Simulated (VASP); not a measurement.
# CsI (Pm-3m) in VASP: a series of runs

CsI is run at these levels: r2SCAN; tasks: single point, relaxation of cell and atoms.

Everything below comes from runs of VASP 6.6.1. Logs are shortened: lines on timing, memory, paths and dates and some standing lists are left out, and cuts for length are marked.

## (1) The cell of the first run

It takes space group Pm-3m (No. 221, cubic). The conventional cell has a = 4.608 Å, b = 4.608 Å, c = 4.608 Å, α = 90.00°, β = 90.00°, γ = 90.00°. Within 5.2 Å of Cs (site symmetry m-3m) lie 8 I at 3.99 Å and 6 Cs at 4.61 Å. I (site symmetry m-3m) has 8 Cs at 3.99 Å and 6 I at 4.61 Å within 5.2 Å.

## (2) Single point, r2SCAN

POSCAR reads:

```
CsI
1.0
    4.6080605048      0.0000000000      0.0000000000
    0.0000000000      4.6080605048      0.0000000000
    0.0000000000      0.0000000000      4.6080605048
Cs I
1 1
Direct
    0.0000000000      0.0000000000      0.0000000000
    0.5000000000      0.5000000000      0.5000000000
```

INCAR.step1 reads:

```
ALGO = Normal ; EDIFF = 1E-5
ENCUT = 550 ; GGA = PE
GGA_COMPAT = F ; ISMEAR = 0
LASPH = T ; LCHARG = F
LREAL = F ; LWAVE = T
NBANDS = 15 ; NELM = 120
PREC = Accurate ; SIGMA = 0.02
```

INCAR.step2 reads:

```
ALGO = Normal ; EDIFF = 1E-6
ENCUT = 550 ; GGA_COMPAT = F
ISIF = 2 ; ISMEAR = 0
ISTART = 1 ; LASPH = T
LCHARG = F ; LMIXTAU = T
LREAL = F ; LWAVE = F
METAGGA = R2SCAN ; NBANDS = 15
NELM = 120 ; PREC = Accurate
SIGMA = 0.02
```

KPOINTS reads:

```
k-points
0
Gamma
  6 6 6
```

Potentials or basis: VASP PAW PBE potentials, release 64 (Cs_sv, I).

Started as:

```
cat potpaw_PBE.64/Cs_sv/POTCAR potpaw_PBE.64/I/POTCAR > POTCAR
cp INCAR.step1 INCAR
mpirun -np 1 vasp_std > vasp.out
cp INCAR.step2 INCAR
mpirun -np 1 vasp_std > vasp.out
```

OUTCAR:

```text
EDIFF = 1E-6
   ENCUT = 550
   ISIF = 2
   ISMEAR = 0
   ISTART = 1
   LASPH = T
   LREAL = F
   METAGGA = R2SCAN
   NELM = 120
   PREC = Accurate

 ion  position               nearest neighbor table
   1  0.000  0.000  0.000-
   2  0.500  0.500  0.500-

  LATTYP: Found a simple cubic cell.
 ALAT       =     4.6080605048

  Lattice vectors:

 A1 = (   4.6080605048,   0.0000000000,   0.0000000000)
 A2 = (   0.0000000000,   4.6080605048,   0.0000000000)
 A3 = (   0.0000000000,   0.0000000000,   4.6080605048)

Analysis of symmetry for initial positions (statically):
=====================================================================
 Subroutine PRICEL returns:
 Original cell was already a primitive cell.

 Routine SETGRP: Setting up the symmetry group for a
 simple cubic supercell.

 Subroutine GETGRP returns: Found 48 space group operations
 (whereof 48 operations were pure point group operations)
 out of a pool of 48 trial point group operations.

The static configuration has the point symmetry O_h .

Analysis of symmetry for dynamics (positions and initial velocities):
=====================================================================
 Subroutine PRICEL returns:
 Original cell was already a primitive cell.

 Routine SETGRP: Setting up the symmetry group for a
 simple cubic supercell.

 Subroutine GETGRP returns: Found 48 space group operations
 (whereof 48 operations were pure point group operations)
 out of a pool of 48 trial point group operations.

The dynamic configuration has the point symmetry O_h .

 Subroutine INISYM returns: Found 48 space group operations
 (whereof 48 operations are pure point group operations),
 and found     1 'primitive' translations

----------------------------------------------------------------------------------------

                                     Primitive cell

  volume of cell :      97.8486

  direct lattice vectors                    reciprocal lattice vectors
     4.608060505  0.000000000  0.000000000     0.217011039  0.000000000  0.000000000
     0.000000000  4.608060505  0.000000000     0.000000000  0.217011039  0.000000000
     0.000000000  0.000000000  4.608060505     0.000000000  0.000000000  0.217011039

  length of vectors
     4.608060505  4.608060505  4.608060505     0.217011039  0.217011039  0.217011039

  position of ions in fractional coordinates (direct lattice)
     0.000000000  0.000000000  0.000000000
     0.500000000  0.500000000  0.500000000

  ion indices of the primitive-cell ions
   primitive index   ion index
                 1           1
                 2           2

----------------------------------------------------------------------------------------

 KPOINTS: k-points

Automatic generation of k-mesh.
 Grid dimensions read from file:
 generate k-points for:    6    6    6

 Generating k-lattice:

  Cartesian coordinates                     Fractional coordinates (reciprocal lattice)
     0.036168507  0.000000000  0.000000000     0.166666667  0.000000000  0.000000000
     0.000000000  0.036168507  0.000000000     0.000000000  0.166666667  0.000000000
     0.000000000  0.000000000  0.036168507     0.000000000  0.000000000  0.166666667

  Length of vectors
     0.036168507  0.036168507  0.036168507

  Shift w.r.t. Gamma in fractional coordinates (k-lattice)
     0.000000000  0.000000000  0.000000000

 Subroutine IBZKPT returns following result:
 ===========================================

 Found     20 irreducible k-points:

 Following reciprocal coordinates:
            Coordinates               Weight
  0.000000  0.000000  0.000000      1.000000
  0.166667  0.000000  0.000000      6.000000
  0.333333  0.000000  0.000000      6.000000
  0.500000  0.000000  0.000000      3.000000
  0.166667  0.166667  0.000000     12.000000
  0.333333  0.166667  0.000000     24.000000
[... 12 lines left out ...]
  0.500000  0.500000  0.333333      6.000000
  0.500000  0.500000  0.500000      1.000000
   k-points           NKPTS =     20   k-points in BZ     NKDIM =     20   number of bands    NBANDS=     15
   number of dos      NEDOS =    301   number of ions     NIONS =      2
   total plane-waves  NPLWV =  46656
   dimension x,y,z NGX =    36 NGY =   36 NGZ =   36
   dimension x,y,z NGXF=    72 NGYF=   72 NGZF=   72
   ions per type =               1   1
   NGX,Y,Z   is equivalent  to a cutoff of  12.99, 12.99, 12.99 a.u.
   NGXF,Y,Z  is equivalent  to a cutoff of  25.98, 25.98, 25.98 a.u.
 SYSTEM =  unknown system
   PREC   = accura    normal or accurate (medium, high low for compatibility)
   ISTART =      1    job   : 0-new  1-cont  2-samecut
   ICHARG =      0    charge: 1-file 2-atom 10-const
   ISPIN  =      1    spin polarized calculation?
   LNONCOLLINEAR =      F non collinear calculations
   LSORBIT =      F    spin-orbit coupling
   LASPH  =      T    aspherical Exc in radial PAW
   ENCUT  =  550.0 eV  40.42 Ry    6.36 a.u.   8.81  8.81  8.81*2*pi/ulx,y,z
   NELM   =    120;   NELMIN=  2; NELMDL=  0     # of ELM steps
   EDIFF  = 0.1E-05   stopping-criterion for ELM
   LREAL  =      F    real-space projection
   EDIFFG = 0.1E-04   stopping-criterion for IOM
   NSW    =      0    number of steps for IOM
   IBRION =     -1    ionic relax: 0-MD 1-quasi-New 2-CG
   NFREE  =      0    steps in history (QN), initial steepest desc. (CG)
   ISIF   =      2    stress and relaxation
   ISYM   =      2    0-nonsym 1-usesym 2-fastsym
   POTIM  = 0.5000    time-step for ionic-motion
   TEBEG  =    0.0;   TEEND  =   0.0 temperature during run
   PSTRESS=    0.0 pullay stress
   NELECT =      16.0000    total number of electrons
   NUPDOWN=      -1.0000    fix difference up-down
   EMIN   =  10.00;   EMAX   =-10.00  energy-range for DOS
   EFERMI =   0.00;   METHOD = LEGACY
   ISMEAR =     0;   SIGMA  =   0.02  broadening in eV -4-tet -1-fermi 0-gaus
   EFERMI_NEDOS =   21; number of points for ismear=-14 and -15
   IALGO  =     38    algorithm
   IMIX   =      4    mixing-type and parameters
     AMIX     =   0.40;   BMIX     =  1.00
     AMIX_MAG =   1.60;   BMIX_MAG =  1.00
  volume/ion in A,a.u.               =      48.92       330.16
  Fermi-wavevector in a.u.,A,eV,Ry     =   0.895220  1.691721 10.903976  0.801420
  Thomas-Fermi vector in A             =   2.017525
   LORBIT       =      0    0 simple, 1 ext, 2 COOP (PROOUT), +10 PAW based schemes
   METAGGA = R2SCAN    functional components
   LHFCALC =     F    Hartree Fock is set to
   AEXX    =    0.0000 exact exchange contribution
   IVDW    =     0    specifies the selected vdW correction
   LEPSILON=     F    determine dielectric tensor
   LRPA    =     F    only Hartree local field effects (RPA)
 non-spin polarized calculation
 Gauss-broadening in eV      SIGMA  =   0.02
  energy-cutoff  :      550.00
  volume of cell :       97.85
 maximum number of plane-waves:      2897
 NGX is ok and might be reduce to    36
   NGX = 17   NGY = 17   NGZ = 17

 number of electron      16.0000002 magnetization

 Free energy of the ion-electron system (eV)
  ---------------------------------------------------
  ext. energy  EPLUGINS =         0.00000000
  ---------------------------------------------------
  free energy    TOTEN  =       -53.12585669 eV

  energy without entropy =      -53.12585669  energy(sigma->0) =      -53.12585669

 E-fermi :   0.5002     XC(G=0):  -8.0009

 val. band max:        0.3518968738   @ k =   0.5000   0.5000   0.0000
 cond. band min:       4.8512605940   @ k =   0.0000   0.0000   0.0000
 fundamental gap:      4.4993637202
 Fermi energy:         0.5002271332

 k-point     1 :       0.0000    0.0000    0.0000
  band No.  band energies     occupation
      1     -20.6442      2.00000
      2     -10.5723      2.00000
      3      -6.9752      2.00000
      4      -6.9752      2.00000
      5      -6.9752      2.00000
      6       0.2597      2.00000
      7       0.2597      2.00000
      8       0.2597      2.00000
      9       4.8513      0.00000
     10       5.0031      0.00000
     11       5.0031      0.00000
     12       8.6970      0.00000
     13       8.6970      0.00000
     14       8.6970      0.00000
     15      11.0557      0.00000

 k-point     2 :       0.1667    0.0000    0.0000
  band No.  band energies     occupation
      1     -20.6384      2.00000
      2     -10.5737      2.00000
      3      -7.0105      2.00000
      4      -6.9610      2.00000
      5      -6.9610      2.00000
      6      -0.1740      2.00000
      7       0.2277      2.00000
      8       0.2277      2.00000
      9       5.1705      0.00000
     10       5.3778      0.00000
     11       5.6286      0.00000
     12       8.6162      0.00000
     13       8.6162      0.00000
     14       8.8253      0.00000
     15       9.9067      0.00000

 k-point     3 :       0.3333    0.0000    0.0000
  band No.  band energies     occupation
      1     -20.6269      2.00000
      2     -10.5788      2.00000
      3      -7.0705      2.00000
      4      -6.9321      2.00000
      5      -6.9321      2.00000
      6      -0.8520      2.00000
      7       0.1614      2.00000
      8       0.1614      2.00000
      9       5.6287      0.00000
     10       6.5299      0.00000
     11       6.9219      0.00000
     12       8.4535      0.00000
     13       8.6435      0.00000
     14       8.6435      0.00000
     15       9.1444      0.00000

 k-point     4 :       0.5000    0.0000    0.0000
  band No.  band energies     occupation
      1     -20.6211      2.00000
      2     -10.5824      2.00000
      3      -7.0952      2.00000
      4      -6.9174      2.00000
      5      -6.9174      2.00000
      6      -1.1371      2.00000
      7       0.1273      2.00000
      8       0.1273      2.00000
      9       6.0169      0.00000
     10       7.3782      0.00000
     11       7.5737      0.00000
     12       7.7153      0.00000
     13       8.8260      0.00000
     14       8.8260      0.00000
     15       9.3594      0.00000
[... 235 lines left out ...]
 k-point    18 :       0.5000    0.3333    0.3333
  band No.  band energies     occupation
      1     -20.5907      2.00000
      2     -10.3579      2.00000
      3      -7.2382      2.00000
      4      -7.1670      2.00000
      5      -7.1386      2.00000
      6      -0.7636      2.00000
      7      -0.6828      2.00000
      8      -0.4629      2.00000
      9       6.6839      0.00000
     10       7.0955      0.00000
     11       7.2826      0.00000
     12       8.4917      0.00000
     13       8.9545      0.00000
     14       8.9547      0.00000
     15      10.6868      0.00000

 k-point    19 :       0.5000    0.5000    0.3333
  band No.  band energies     occupation
      1     -20.5858      2.00000
      2     -10.3256      2.00000
      3      -7.2349      2.00000
      4      -7.2349      2.00000
      5      -7.1305      2.00000
      6      -0.8043      2.00000
      7      -0.8043      2.00000
      8      -0.6425      2.00000
      9       6.9424      0.00000
     10       7.5499      0.00000
     11       7.5499      0.00000
     12       8.0071      0.00000
     13       9.4311      0.00000
     14       9.4311      0.00000
     15      10.5690      0.00000

 k-point    20 :       0.5000    0.5000    0.5000
  band No.  band energies     occupation
      1     -20.5809      2.00000
      2     -10.2989      2.00000
      3      -7.2088      2.00000
      4      -7.2088      2.00000
      5      -7.2088      2.00000
      6      -0.9017      2.00000
      7      -0.9017      2.00000
      8      -0.9017      2.00000
      9       8.0087      0.00000
     10       8.0087      0.00000
     11       8.0087      0.00000
     12       8.7550      0.00000
     13       8.7550      0.00000
     14       8.7550      0.00000
     15      10.6101      0.00000

------------------------ aborting loop because EDIFF is reached ----------------------------------------

  FORCE on cell =-STRESS in cart. coord.  units (eV):
  Direction    XX          YY          ZZ          XY          YZ          ZX
  --------------------------------------------------------------------------------------
  -------------------------------------------------------------------------------------
  Total        0.0317934      0.0317934      0.0317934      0.0000000      0.0000000      0.0000000
  in kB        0.5205868      0.5205868      0.5205868      0.0000000      0.0000000      0.0000000
  external PRESSURE =       0.5205868 kB  Pullay stress =       0.0000000 kB

 VOLUME and BASIS-vectors are now :
 -----------------------------------------------------------------------------
  energy-cutoff  :      550.00
  volume of cell :       97.85
      direct lattice vectors                 reciprocal lattice vectors
     4.608060505  0.000000000  0.000000000     0.217011039  0.000000000  0.000000000
     0.000000000  4.608060505  0.000000000     0.000000000  0.217011039  0.000000000
     0.000000000  0.000000000  4.608060505     0.000000000  0.000000000  0.217011039

 POSITION                                       TOTAL-FORCE (eV/Angst)
 -----------------------------------------------------------------------------------
      0.00000      0.00000      0.00000         0.000000      0.000000      0.000000
      2.30403      2.30403      2.30403         0.000000      0.000000      0.000000
 -----------------------------------------------------------------------------------
    total drift:                               -0.000000      0.000000      0.000000

  FREE ENERGIE OF THE ION-ELECTRON SYSTEM (eV)
  ---------------------------------------------------
  free  energy   TOTEN  =       -53.1258566917 eV

  energy  without entropy=      -53.1258566917  energy(sigma->0) =      -53.12585669
```

It took 79 s on 1 thread of Intel Xeon Platinum 8488C (Sapphire Rapids), shared host; peak memory 0.22 GiB.

Results:

| Item | Value |
| --- | --- |
| Free energy | -53.1259 eV |
| Pressure | 0.1 GPa |
| Band gap on the k mesh | 4.50 eV, indirect (least direct gap 4.59 eV) |

Caveat: the PAW data sets were made with another functional, which shifts forces and pressure a little; spin-orbit coupling is left out, which moves the levels of the heavy elements. r2SCAN opens gaps a little over a GGA but as a rule still falls short of measured ones.

## (3) Relaxation of cell and atoms, r2SCAN

This run uses another cell than the first one, of 50.79 Å³/atom, 1.038 times its volume.

POSCAR reads:

```
CsI
1.0
    4.6660143501      0.0000000000      0.0000000000
    0.0000000000      4.6660143501      0.0000000000
    0.0000000000      0.0000000000      4.6660143501
Cs I
1 1
Direct
    0.0000000000      0.0000000000      0.0000000000
    0.5000000000      0.5000000000      0.5000000000
```

INCAR.step1 reads:

```
SYSTEM = CsI
PREC     = Accurate       ! precision mode
ENCUT    = 550            ! plane-wave cutoff, eV
ISMEAR   = 0              ! smearing method
SIGMA    = 0.02           ! smearing width, eV
LREAL    = .FALSE.        ! projectors in reciprocal space
LASPH    = .TRUE.         ! aspherical terms in the spheres
NELM     = 120            ! most SCF steps
GGA      = PE             ! functional
ALGO     = Normal         ! electronic algorithm
EDIFF    = 1E-5           ! SCF threshold, eV
LWAVE    = .TRUE.         ! write WAVECAR
LCHARG   = .FALSE.        ! write CHGCAR
GGA_COMPAT= .FALSE.      
IBRION   = 2              ! ionic algorithm
ISIF     = 3              ! what is computed and relaxed
EDIFFG   = -0.005         ! ionic threshold
NELMIN   = 4            
NSW      = 100            ! ionic steps
```

INCAR.step2 reads:

```
SYSTEM = CsI
PREC     = Accurate       ! precision mode
ENCUT    = 550            ! plane-wave cutoff, eV
EDIFF    = 1E-7           ! SCF threshold, eV
ISMEAR   = 0              ! smearing method
SIGMA    = 0.02           ! smearing width, eV
LREAL    = .FALSE.        ! projectors in reciprocal space
LASPH    = .TRUE.         ! aspherical terms in the spheres
NELM     = 120            ! most SCF steps
ALGO     = Normal         ! electronic algorithm
ISIF     = 3              ! what is computed and relaxed
LWAVE    = .FALSE.        ! write WAVECAR
LCHARG   = .FALSE.        ! write CHGCAR
METAGGA  = R2SCAN         ! meta-GGA
LMIXTAU  = .TRUE.       
IBRION   = 2              ! ionic algorithm
NSW      = 70             ! ionic steps
EDIFFG   = -0.005         ! ionic threshold
ISTART   = 1            
GGA_COMPAT= .FALSE.      
NELMIN   = 4
```

KPOINTS reads:

```
regular mesh
0
G
  6 6 6
  0 0 0
```

Potentials or basis: VASP PAW PBE potentials, release 64 (Cs_sv, I).

Started as:

```
cat potpaw_PBE.64/Cs_sv/POTCAR potpaw_PBE.64/I/POTCAR > POTCAR
cp INCAR.step1 INCAR
mpirun -np 1 vasp_std > vasp.out
cp INCAR.step2 INCAR
mpirun -np 1 vasp_std > vasp.out
```

Run time: 3.8 min. Hardware: 1 thread of Intel Xeon Platinum 8488C (Sapphire Rapids), shared host; peak memory 0.24 GiB.

Results (log left out):

| Item | Value |
| --- | --- |
| Free energy | -53.1262 eV |
| Relaxed volume | 49.15 Å³/atom |
| Relaxed cell | a = 4.615 Å, b = 4.615 Å, c = 4.615 Å, α = 90.00°, β = 90.00°, γ = 90.00° |
| Space group after relaxing (to 0.05 Å) | Pm-3m (No. 221) |
| Energy gained by relaxing | 2.0 meV/atom |
| Ionic steps | 4 |
| Pressure after relaxing | 0.0 GPa |
| Band gap on the k mesh | 4.48 eV, indirect (least direct gap 4.58 eV) |

Step by step:
| step | energy change (eV) | largest force (eV/Å) | pressure (GPa) | volume (Å³) |
| --- | --- | --- | --- | --- |
| 1 | 0.0000 | 0.0000 | -0.36 | 101.59 |
| 2 | -0.0030 | 0.0000 | -0.19 | 99.90 |
| 3 | -0.0039 | 0.0000 | -0.03 | 98.57 |
| 4 | -0.0039 | 0.0000 | 0.00 | 98.29 |

Final structure:
```
Cs I
1.0
     4.61500    0.00000    0.00000
     0.00000    4.61500    0.00000
     0.00000    0.00000    4.61500
Cs I
1 1
Direct
  0.00000 0.00000 0.00000
  0.50000 0.50000 0.50000
```

Levels at points of the mesh, in eV from the valence-band top:
```
           k point  band 4  band 5  band 6  band 7  band 8  band 9  band 10  band 11  band 12
(0.00, 0.00, 0.00)   -7.33   -7.33   -0.09   -0.09   -0.09    4.48     4.66     4.66     8.34
(0.50, 0.00, 0.00)   -7.28   -7.28   -1.48   -0.22   -0.22    5.67     7.01     7.20     7.37
(0.50, 0.50, 0.00)   -7.66   -7.24   -0.85   -0.85    0.00    4.76     5.50     6.66     6.66
(0.50, 0.50, 0.50)   -7.56   -7.56   -1.24   -1.24   -1.24    7.64     7.64     7.64     8.38
```

Caveat: the PAW data sets were made with another functional, which shifts forces and pressure a little; spin-orbit coupling is left out, which moves the levels of the heavy elements.
